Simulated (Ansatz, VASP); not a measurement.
Two plane-wave programs on Si8N

File INCAR:

```
SYSTEM = Si8N
  ALGO = Fast
  EDIFF = 1E-6
  ENCUT = 520
  GGA = PE
  ISIF = 2
  ISMEAR = 0
  ISPIN = 2
  LASPH = .TRUE.
  LCHARG = .FALSE.
  LORBIT = 11
  LREAL = .FALSE.
  LWAVE = .FALSE.
  MAGMOM = 0 0 0 0 0 0 0 0 1
  NBANDS = 32
  NELM = 150
  PREC = Accurate
  SIGMA = 0.1
```

KPOINTS

```
k-points
0
G
  8 8 8
  0 0 0
```

The input POSCAR:

```
Si8N
1.0
   -6.0341275546      6.0341275546      1.2670396702
    6.0341275546     -6.0341275546      1.2670396702
    6.0341275546      6.0341275546     -1.2670396702
Si N
8 1
Direct
    0.0000000000      0.6358981298      0.6358981298
    0.0000000000      0.3641018702      0.3641018702
    0.3641018702      0.0000000000      0.3641018702
    0.6358981298      0.0000000000      0.6358981298
    0.0000000000      0.1527355088      0.1527355088
    0.0000000000      0.8472644912      0.8472644912
    0.8472644912      0.0000000000      0.8472644912
    0.1527355088      0.0000000000      0.1527355088
    0.0000000000      0.0000000000      0.0000000000
```

Input for Ansatz:

```yaml
crystal:
  lattice:
    - [-6.0341275546, 6.0341275546, 1.2670396702]
    - [6.0341275546, -6.0341275546, 1.2670396702]
    - [6.0341275546, 6.0341275546, -1.2670396702]
  atoms:
    - { symbol: Si, position: [0.0, 0.6358981298, 0.6358981298] }
    - { symbol: Si, position: [0.0, 0.3641018702, 0.3641018702] }
    - { symbol: Si, position: [0.3641018702, 0.0, 0.3641018702] }
    - { symbol: Si, position: [0.6358981298, 0.0, 0.6358981298] }
    - { symbol: Si, position: [0.0, 0.1527355088, 0.1527355088] }
    - { symbol: Si, position: [0.0, 0.8472644912, 0.8472644912] }
    - { symbol: Si, position: [0.8472644912, 0.0, 0.8472644912] }
    - { symbol: Si, position: [0.1527355088, 0.0, 0.1527355088] }
    - { symbol: "N", position: [0.0, 0.0, 0.0], spin: 1.0 }
basis:
  ecutwfc: 420
kpoints:
  mp_grid: { grid: [8, 8, 8] }
hamiltonian:
  xc: pbe
scf:
  occupations: { method: gaussian, width: 0.1 }
  lower_state_search: "off"
output:
  forces: true
  stress: true
  eigenvalues: true
  populations: true
magnetization:
  spin_polarized: true
```

Alike in both runs: task single point; functional PBE; k mesh 8 × 8 × 8; occupations gaussian, width 0.1 eV; collinear spin.

|  | VASP | Ansatz |
| --- | --- | --- |
| version | VASP 6.6.1 | Ansatz 0.2.0 |
| potentials or method | VASP PAW PBE potentials, release 64 (Si, N), cutoff 520 eV | scalar-relativistic, plane waves, PAW |
| valence electrons in the cell | 37 | 37 |

VASP gave:

| Property | Result |
| --- | --- |
| gap on the k mesh at the Fermi level (eV) | none |
| pressure (GPa) | -0.4 |
| traceless stress, the component that is largest in VASP (GPa) | 3.06 |
| rms of the force components (eV/Å) | 0.201 |
| net moment per atom (μB) | 0.00 |

Estimate Ansatz's values.

gap on the k mesh at the Fermi level (eV): none; pressure (GPa): -0.4; traceless stress, the component that is largest in VASP (GPa): 3.06; rms of the force components (eV/Å): 0.199; net moment per atom (μB): 0.00.

Atom by atom the forces differ by 0.002 eV/Å (rms over components). A gap of «none» marks a metal or a gap that the smearing closes. The functional is the same, so the differences come from potentials, cutoffs and numerics. Ansatz's warnings: seeded moment not kept.
